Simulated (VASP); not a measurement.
LiCl:

```
CELL_PARAMETERS angstrom
3.57495 0.00000 0.00000
-1.78747 3.09600 0.00000
0.00000 0.00000 6.02408
ATOMIC_POSITIONS crystal
Li 0.00000 0.00000 0.00000
Li 0.00000 0.00000 0.50000
Cl 0.33333 0.66667 0.25000
Cl 0.66667 0.33333 0.75000
```

Base run:

- Program: VASP 6.6.1
- Functional: PBE
- Potentials or basis: VASP PAW PBE potentials, release 64 (Li_sv, Cl)
- Cutoff: 520 eV
- k mesh: 6 × 6 × 4
- Occupations: gaussian, width 0.01 eV
- Spin: no spin polarisation

Its results: band gap on the k mesh 6.37 eV.

Q: The run is repeated on the same cell with these changes: functional from PBE to r2SCAN; k mesh from 6 × 6 × 4 to 6 × 6 × 2. What comes out?

A: Band gap on the k mesh 7.33 eV.

Several settings changed at once.

Caveats: some runs use coarse meshes.

A k mesh can miss the band edges.
